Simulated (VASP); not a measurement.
A run of VASP 6.6.1 is set up as follows.

INCAR

```
PREC = Accurate
ENCUT = 520
EDIFF = 1E-6
ISMEAR = 0
SIGMA = 0.01
LREAL = F
LASPH = T
NELM = 80
ALGO = Normal
ISIF = 2
LWAVE = F
LCHARG = F
GGA = RE
NBANDS = 15
```

Contents of KPOINTS:

```
Automatic mesh
0
Gamma
  7 7 7
```

The input POSCAR:

```
SrO
1.0
    0.0000000000      2.5663000000      2.5663000000
    2.5663000000      0.0000000000      2.5663000000
    2.5663000000      2.5663000000      0.0000000000
Sr O
1 1
Direct
    0.4974510000      0.4821230000      0.5172400000
    0.0123820000     -0.0178290000      0.0180630000
```

Potentials or basis: VASP PAW PBE potentials, release 64 (Sr_sv, O).

Launch:

```sh
$ cat potpaw_PBE.64/Sr_sv/POTCAR potpaw_PBE.64/O/POTCAR > POTCAR
$ mpirun -np 1 vasp_std > vasp.out
```

Q: Predict the largest force.

A: 0.137 eV/Å.

Q: Predict the band gap on the k mesh.

A: 3.46 eV (least direct gap 3.55 eV).

Q: What does it give for the pressure?

A: 6.3 GPa.

Forces in eV/Å, atoms in the order of the input:
```
Sr   0.005  0.099  0.094
O   -0.005 -0.099 -0.094
```

Caveat: the cell differs from its parent crystal (atoms moved at random); the cell stands under pressure; the PAW data sets were made with another functional, which shifts forces and pressure a little; an odd mesh through Γ misses points on the zone boundary, where band edges can lie.
